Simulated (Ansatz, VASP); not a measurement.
## Two plane-wave programs on InAs

```
CELL_PARAMETERS angstrom
0.00000 3.01324 3.01324
3.01324 0.00000 3.01324
3.01324 3.01324 0.00000
ATOMIC_POSITIONS crystal
In 0.00000 0.00000 0.00000
As 0.25000 0.25000 0.25000
```

Alike in both runs: functional LDA; k mesh 12 × 12 × 12; occupations gaussian, width 0.1 eV; no spin polarisation.

Ansatz relaxed the structure, and its values are those at the end. VASP's run is a single point on that final structure, the one shown.

|  | VASP | Ansatz |
| --- | --- | --- |
| version | VASP 6.6.1 | Ansatz 0.2.0 |
| potentials or method | VASP PAW LDA potentials, release 64 (In_d, As), cutoff 520 eV | scalar-relativistic, plane waves, PAW |
| valence electrons in the cell | 18 | 28 |

```tsv
	VASP	Ansatz	Ansatz less VASP
gap on the k mesh at the Fermi level (eV)	none	none	-
pressure (GPa)	0.1	0.0	-0.14
```

LDA's correlation is that of Perdew and Zunger in VASP and of Perdew and Wang (1992) in Ansatz. A gap of «none» marks a metal or a gap that the smearing closes. VASP's potentials hold 18 valence electrons a cell and Ansatz's 28, so a difference there can come from the potentials and not from the codes.
